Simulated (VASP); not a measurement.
Wanted: the native input for a VASP 6.6.1 run.

```
Task                   : single point
Functional             : LDA
Potentials or basis    : VASP PAW LDA potentials, release 64 (Al, Ga_d, N)
Cutoff                 : 520 eV
k mesh                 : 8 × 8 × 6
Occupations            : gaussian, width 0.02 eV
Spin                   : no spin polarisation
Dipole correction      : no
Further INCAR settings : ALGO = Normal; EDIFF = 1e-06; NBANDS = 21
```

The structure of AlGaN2 lies in POSCAR:

```
AlGaN2
1.0
    3.1152864669      0.0000000000      0.0000000000
    0.0000000000      3.1152864669      0.0000000000
    0.0000000000      0.0000000000      4.5597034088
Al Ga N
1 1 2
Direct
    0.5000000000      0.5000000000      0.5000000000
    0.0000000000      0.0000000000      0.0000000000
    0.5000000000      0.0000000000      0.7406794249
    0.0000000000      0.5000000000      0.2593205751
```

This cell differs from its parent crystal: strain along c alone, the other axes held: +4.0 %, then relaxed in part.

The input as run:

INCAR

```
SYSTEM = AlGaN2
PREC = Accurate ; ENCUT = 520
EDIFF = 1E-6 ; ISMEAR = 0
SIGMA = 0.02 ; LREAL = .False.
LASPH = .True. ; NELM = 100
ALGO = Normal ; ISIF = 2
LWAVE = .False. ; LCHARG = .False.
NBANDS = 21
```

KPOINTS

```
Automatic mesh
0
Gamma
  8 8 6
  0 0 0
```

Potentials or basis: VASP PAW LDA potentials, release 64 (Al, Ga_d, N).

Launch:

```console
$ cat potpaw_LDA.64/Al/POTCAR potpaw_LDA.64/Ga_d/POTCAR potpaw_LDA.64/N/POTCAR > POTCAR
$ mpirun -np 1 vasp_std > vasp.out
```

Results of the run:

```json
{
  "Pressure": "-6.8 GPa",
  "Largest force": "0.030 eV/Å",
  "Band gap on the k mesh": "2.71 eV, direct"
}
```

Caveat: the cell differs from its parent crystal (strain along c alone, the other axes held: +4.0 %, then relaxed in part).

It took 73 s on 1 thread of AMD EPYC 7R13, on a shared host, peak memory 0.15 GiB.
